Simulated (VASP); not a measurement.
# Sn4O7 (a cell with a defect) in VASP: single point with PBE+D3(BJ)

Aim: the single point of Sn4O7 (a cell with a defect) with PBE+D3(BJ).

Everything below comes from runs of VASP 6.6.1. Logs are shortened: lines on timing, memory, paths and dates and some standing lists are left out, and cuts for length are marked.

## Step 1: The cell of the first run

The cell holds a defect, 11 atoms: a = 5.692 Å, b = 5.692 Å, c = 5.692 Å, α = 69.33°, β = 69.33°, γ = 69.33°.

## Step 2: Single point, PBE+D3(BJ)

Input file INCAR:

```
PREC = Accurate ; ENCUT = 520
EDIFF = 1E-6 ; ISMEAR = 0
SIGMA = 0.05 ; LREAL = False
LASPH = True ; NELM = 60
ALGO = Normal ; ISIF = 2
LWAVE = False ; LCHARG = True
GGA = PE ; IVDW = 12
LVHAR = True ; NELECT = 96.0
NBANDS = 60 ; KPAR = 4
```

Input file KPOINTS:

```
Automatic mesh
0
Gamma
  6 6 6
```

Input file POSCAR:

```
Sn4O7
1.0
   -3.2376496260     -1.8692578831      4.2923370236
    3.2376496260     -1.8692578831      4.2923370236
    0.0000000000      3.7385157663      4.2923370236
Sn O
4 7
Direct
    0.5000000000      0.5000000000      0.5000000000
    0.0000000000      0.0000000000      0.5000000000
    0.0000000000      0.5000000000      0.0000000000
    0.5000000000      0.0000000000      0.0000000000
    0.7436146560      0.7436146560      0.2436146560
    0.7436146560      0.2436146560      0.7436146560
    0.2436146560      0.7436146560      0.7436146560
    0.7563853440      0.7563853440      0.7563853440
    0.2563853440      0.2563853440      0.7563853440
    0.2563853440      0.7563853440      0.2563853440
    0.7464049599      0.2878162693      0.2558079740
```

Potentials or basis: VASP PAW PBE potentials, release 64 (Sn_d, O).

Launch:

```bash
$ cat potpaw_PBE.64/Sn_d/POTCAR potpaw_PBE.64/O/POTCAR > POTCAR
$ mpirun -np 4 vasp_std > vasp.out
```

OUTCAR:

```text
PREC = Accurate
   ENCUT = 520
   EDIFF = 1E-6
   ISMEAR = 0
   LREAL = False
   LASPH = True
   NELM = 60
   ISIF = 2
   GGA = PE
   IVDW = 12
   NELECT = 96.0
 IVDW          = 12

 ion  position               nearest neighbor table
   1  0.500  0.500  0.500-  11 1.99   7 2.12  10 2.12   6 2.12   5 2.12   9 2.12   2 3.24   2 3.24
                             3 3.24   4 3.24   4 3.24   3 3.24
   2  0.000  0.000  0.500-   6 2.12   7 2.12  10 2.12   8 2.12  11 2.20   1 3.24   1 3.24   3 3.24
                             3 3.24   4 3.24   4 3.24
   3  0.000  0.500  0.000-  11 2.04   8 2.12   9 2.12   5 2.12   7 2.12   4 3.24   4 3.24   2 3.24
                             1 3.24   1 3.24   2 3.24
   4  0.500  0.000  0.000-   5 2.12   8 2.12   9 2.12   6 2.12  10 2.12   3 3.24   3 3.24   1 3.24
                             1 3.24   2 3.24   2 3.24
   5  0.744  0.744  0.244-   3 2.12   4 2.12   1 2.12
   6  0.744  0.244  0.744-   1 2.12   2 2.12   4 2.12
   7  0.244  0.744  0.744-   1 2.12   2 2.12   3 2.12
   8  0.756  0.756  0.756-   3 2.12   4 2.12   2 2.12
   9  0.256  0.256  0.756-   3 2.12   4 2.12   1 2.12
  10  0.256  0.756  0.256-   1 2.12   2 2.12   4 2.12
  11  0.746  0.288  0.256-   1 1.99   3 2.04   2 2.20

  LATTYP: Found a trigonal (rhomboedric) cell.
 ALAT       =     5.6921575223
 COS(alpha) =     0.3529529344

  Lattice vectors:

 A1 = (  -3.2376496260,  -1.8692578831,   4.2923370236)
 A2 = (   3.2376496260,  -1.8692578831,   4.2923370236)
 A3 = (   0.0000000000,   3.7385157663,   4.2923370236)

Analysis of symmetry for initial positions (statically):
=====================================================================
 Subroutine PRICEL returns:
 Original cell was already a primitive cell.

 Routine SETGRP: Setting up the symmetry group for a
 trigonal (rhombohedral) supercell.

 Subroutine GETGRP returns: Found  1 space group operations
 (whereof  1 operations were pure point group operations)
 out of a pool of 12 trial point group operations.

The static configuration has the point symmetry C_1 .

Analysis of symmetry for dynamics (positions and initial velocities):
=====================================================================
 Subroutine PRICEL returns:
 Original cell was already a primitive cell.

 Routine SETGRP: Setting up the symmetry group for a
 trigonal (rhombohedral) supercell.

 Subroutine GETGRP returns: Found  1 space group operations
 (whereof  1 operations were pure point group operations)
 out of a pool of 12 trial point group operations.

The dynamic configuration has the point symmetry C_1 .

 Subroutine INISYM returns: Found  1 space group operations
 (whereof  1 operations are pure point group operations),
 and found     1 'primitive' translations

----------------------------------------------------------------------------------------

                                     Primitive cell

  volume of cell :     155.8634

  direct lattice vectors                    reciprocal lattice vectors
    -3.237649626 -1.869257883  4.292337024    -0.154433017 -0.089161944  0.077657773
     3.237649626 -1.869257883  4.292337024     0.154433017 -0.089161944  0.077657773
     0.000000000  3.738515766  4.292337024     0.000000000  0.178323888  0.077657773

  length of vectors
     5.692157522  5.692157522  5.692157522     0.194499714  0.194499714  0.194499714

  position of ions in fractional coordinates (direct lattice)
     0.500000000  0.500000000  0.500000000
     1.000000000  1.000000000  0.500000000
     1.000000000  0.500000000  1.000000000
     0.500000000  1.000000000  1.000000000
     0.743614656  0.743614656  0.243614656
     0.743614656  0.243614656  0.743614656
     0.243614656  0.743614656  0.743614656
     0.756385344  0.756385344  0.756385344
     0.256385344  0.256385344  0.756385344
     0.256385344  0.756385344  0.256385344
     0.746404960  0.287816269  0.255807974

  ion indices of the primitive-cell ions
   primitive index   ion index
                 1           1
                 2           2
                 3           3
                 4           4
                 5           5
                 6           6
                 7           7
                 8           8
                 9           9
                10          10
                11          11

----------------------------------------------------------------------------------------

 KPOINTS: Automatic mesh

Automatic generation of k-mesh.
 Grid dimensions read from file:
 generate k-points for:    6    6    6

 Generating k-lattice:

  Cartesian coordinates                     Fractional coordinates (reciprocal lattice)
    -0.025738836 -0.014860324  0.012942962     0.166666667 -0.000000000 -0.000000000
     0.025738836 -0.014860324  0.012942962    -0.000000000  0.166666667 -0.000000000
     0.000000000  0.029720648  0.012942962     0.000000000  0.000000000  0.166666667

  Length of vectors
     0.032416619  0.032416619  0.032416619

  Shift w.r.t. Gamma in fractional coordinates (k-lattice)
     0.000000000  0.000000000  0.000000000

 Subroutine IBZKPT returns following result:
 ===========================================

 Found    112 irreducible k-points:

 Following reciprocal coordinates:
            Coordinates               Weight
  0.000000  0.000000  0.000000      1.000000
  0.166667  0.000000  0.000000      2.000000
  0.000000  0.166667  0.000000      2.000000
  0.000000  0.000000  0.166667      2.000000
  0.333333  0.000000  0.000000      2.000000
  0.000000  0.333333  0.000000      2.000000
[... 16 lines left out ...]
 -0.166667  0.500000  0.000000      2.000000
  0.166667  0.000000  0.500000      2.000000
 [... further k-points ...]
   k-points           NKPTS =    112   k-points in BZ     NKDIM =    112   number of bands    NBANDS=     60
   number of dos      NEDOS =    301   number of ions     NIONS =     11
   total plane-waves  NPLWV =  74088
   dimension x,y,z NGX =    42 NGY =   42 NGZ =   42
   dimension x,y,z NGXF=    84 NGYF=   84 NGZF=   84
   ions per type =               4   7
   NGX,Y,Z   is equivalent  to a cutoff of  12.27, 12.27, 12.27 a.u.
   NGXF,Y,Z  is equivalent  to a cutoff of  24.53, 24.53, 24.53 a.u.
 SYSTEM =  unknown system
   PREC   = accura    normal or accurate (medium, high low for compatibility)
   ISTART =      0    job   : 0-new  1-cont  2-samecut
   ICHARG =      2    charge: 1-file 2-atom 10-const
   ISPIN  =      1    spin polarized calculation?
   LNONCOLLINEAR =      F non collinear calculations
   LSORBIT =      F    spin-orbit coupling
   LASPH  =      T    aspherical Exc in radial PAW
   ENCUT  =  520.0 eV  38.22 Ry    6.18 a.u.  10.58 10.58 10.58*2*pi/ulx,y,z
   NELM   =     60;   NELMIN=  2; NELMDL= -5     # of ELM steps
   EDIFF  = 0.1E-05   stopping-criterion for ELM
   LREAL  =      F    real-space projection
   EDIFFG = 0.1E-04   stopping-criterion for IOM
   NSW    =      0    number of steps for IOM
   IBRION =     -1    ionic relax: 0-MD 1-quasi-New 2-CG
   NFREE  =      0    steps in history (QN), initial steepest desc. (CG)
   ISIF   =      2    stress and relaxation
   ISYM   =      2    0-nonsym 1-usesym 2-fastsym
   POTIM  = 0.5000    time-step for ionic-motion
   TEBEG  =    0.0;   TEEND  =   0.0 temperature during run
   PSTRESS=    0.0 pullay stress
   NELECT =      96.0000    total number of electrons
   NUPDOWN=      -1.0000    fix difference up-down
   EMIN   =  10.00;   EMAX   =-10.00  energy-range for DOS
   EFERMI =   0.00;   METHOD = LEGACY
   ISMEAR =     0;   SIGMA  =   0.05  broadening in eV -4-tet -1-fermi 0-gaus
   EFERMI_NEDOS =   21; number of points for ismear=-14 and -15
   IALGO  =     38    algorithm
   IMIX   =      4    mixing-type and parameters
     AMIX     =   0.40;   BMIX     =  1.00
     AMIX_MAG =   1.60;   BMIX_MAG =  1.00
  volume/ion in A,a.u.               =      14.17        95.62
  Fermi-wavevector in a.u.,A,eV,Ry     =   1.392891  2.632183 26.397288  1.940146
  Thomas-Fermi vector in A             =   2.516590
   LORBIT       =      0    0 simple, 1 ext, 2 COOP (PROOUT), +10 PAW based schemes
   GGA     = PE    functional components
   LHFCALC =     F    Hartree Fock is set to
   AEXX    =    0.0000 exact exchange contribution
   IVDW    =    12    specifies the selected vdW correction
   LEPSILON=     F    determine dielectric tensor
   LRPA    =     F    only Hartree local field effects (RPA)
 non-spin polarized calculation
 Gauss-broadening in eV      SIGMA  =   0.05
  energy-cutoff  :      520.00
  volume of cell :      155.86
 maximum number of plane-waves:      4214
   NGX = 21   NGY = 21   NGZ = 21

 number of electron      95.9999999 magnetization

 Free energy of the ion-electron system (eV)
  ---------------------------------------------------
  ext. energy  EPLUGINS =         0.00000000
  ---------------------------------------------------
  free energy    TOTEN  =       -75.15902921 eV

  energy without entropy =      -75.15862299  energy(sigma->0) =      -75.15882610

 E-fermi :   4.7259     XC(G=0): -10.1759

 val. band max:        4.6764365011   @ k =   0.0000   0.5000   0.0000
 cond. band min:       4.7876722414   @ k =   0.0000   0.0000   0.1667
 fundamental gap:      0.1112357403
 Fermi energy:         4.7259232471

 k-point     1 :       0.0000    0.0000    0.0000
  band No.  band energies     occupation
      1     -16.3636      2.00000
      2     -16.2652      2.00000
      3     -16.1858      2.00000
      4     -15.7330      2.00000
      5     -15.6111      2.00000
      6     -15.5952      2.00000
[... 52 lines left out ...]
     59      13.5497      0.00000
     60      15.2500      0.00000

 k-point     2 :       0.1667    0.0000    0.0000
  band No.  band energies     occupation
      1     -16.3238      2.00000
      2     -16.2245      2.00000
      3     -16.1525      2.00000
      4     -15.7268      2.00000
      5     -15.6167      2.00000
      6     -15.6027      2.00000
[... 1383 lines left out ...]
      4     -15.8799      2.00000
      5     -15.7290      2.00000
      6     -15.6156      2.00000
[... 52 lines left out ...]
     59      13.8376      0.00000
     60      14.0590      0.00000

 [... further k-points ...]

------------------------ aborting loop because EDIFF is reached ----------------------------------------

 Edisp (eV)   -2.20604

 E8    (eV) :    -0.8922

  FORCE on cell =-STRESS in cart. coord.  units (eV):
  Direction    XX          YY          ZZ          XY          YZ          ZX
  --------------------------------------------------------------------------------------
  -------------------------------------------------------------------------------------
  Total     -19.44846   -18.68789   -25.75310     0.47553    -0.56781     1.47096
  in kB    -199.91792  -192.09967  -264.72559     4.88814    -5.83673    15.12056
  external pressure =     -218.91 kB  Pullay stress =        0.00 kB

 VOLUME and BASIS-vectors are now :
 -----------------------------------------------------------------------------
  energy-cutoff  :      520.00
  volume of cell :      155.86
      direct lattice vectors                 reciprocal lattice vectors
    -3.237649626 -1.869257883  4.292337024    -0.154433017 -0.089161944  0.077657773
     3.237649626 -1.869257883  4.292337024     0.154433017 -0.089161944  0.077657773
     0.000000000  3.738515766  4.292337024     0.000000000  0.178323888  0.077657773

 POSITION                                       TOTAL-FORCE (eV/Angst)
 -----------------------------------------------------------------------------------
      0.00000      0.00000      6.43851         0.903274      0.507118      2.291858
      0.00000      1.86926      2.14617         0.277703      2.855164     -1.406031
      1.61882     -0.93463      2.14617         2.646563     -1.999854     -0.973673
     -1.61882     -0.93463      2.14617        -2.631449     -1.435401     -1.218243
      0.00000     -1.86926      7.42937         0.478957     -0.163157      0.697356
     -1.61882      0.93463      7.42937         0.001708     -0.023512      0.299895
      1.61882      0.93463      7.42937        -0.116311     -0.057965      0.297506
      0.00000      0.00000      9.73998         0.056706     -0.140912      0.206002
      0.00000      1.86926      5.44765         0.015251      1.345134      0.408384
      1.61882     -0.93463      5.44765         1.350867     -0.619548      0.376274
     -1.48475     -0.97688      5.53724        -2.983270     -0.267066     -0.979328
 -----------------------------------------------------------------------------------
    total drift:                                0.000651     -0.000119      0.000776

  FREE ENERGIE OF THE ION-ELECTRON SYSTEM (eV)
  ---------------------------------------------------
  free  energy   TOTEN  =       -77.3650653180 eV

  energy  without entropy=      -77.3646590910  energy(sigma->0) =      -77.36486220
```

Wall time 4.7 min (4 MPI ranks of Intel Xeon Platinum 8259CL at 2.50GHz (Skylake/Cascade Lake), shared host); peak memory 0.78 GiB.

What came out:

```
Free energy                : -77.3651 eV
Largest force              : 3.457 eV/Å
Dispersion energy per atom : -0.201 eV
```

Forces on the atoms (eV/Å):
```
Sn   0.903  0.507  2.292
Sn   0.278  2.855 -1.406
Sn   2.647 -2.000 -0.974
Sn  -2.631 -1.435 -1.218
O    0.479 -0.163  0.697
O    0.002 -0.024  0.300
O   -0.116 -0.058  0.298
O    0.057 -0.141  0.206
O    0.015  1.345  0.408
O    1.351 -0.620  0.376
O   -2.983 -0.267 -0.979
```

Levels at points of the mesh, in eV from the Fermi level:
```tsv
k point	band 45	band 46	band 47	band 48	band 49	band 50	band 51	band 52
(0.00, 0.00, 0.00)	-0.85	-0.61	-0.41	-0.30	0.06	3.28	3.54	3.66
(0.50, 0.00, 0.00)	-0.79	-0.50	-0.47	-0.06	0.78	2.23	3.54	5.02
(0.00, 0.50, 0.00)	-0.83	-0.52	-0.46	-0.05	0.80	2.18	3.47	5.06
(0.00, 0.00, 0.50)	-0.84	-0.52	-0.39	-0.08	0.80	2.08	3.63	5.04
(0.50, 0.50, 0.00)	-1.10	-0.87	-0.52	-0.23	1.19	2.29	3.42	5.02
(0.50, 0.00, 0.50)	-1.06	-0.85	-0.42	-0.29	1.22	2.37	3.30	5.03
(0.00, 0.50, 0.50)	-1.05	-0.86	-0.45	-0.29	1.27	2.32	3.28	5.03
(0.50, 0.50, 0.50)	-1.27	-1.20	-1.18	-1.08	0.75	3.24	3.45	4.24
```

Caveat: the cell carries a net charge on a neutralising background, which shifts energy and pressure; the cell differs from its parent crystal (atoms taken out, atom 11 moved 0.000 of the way to it and +0.167 Å across, host rigid); the cell is charged against a uniform background, so pressure and absolute levels hang on convention; spin-orbit coupling is left out, which moves the levels of the heavy elements.
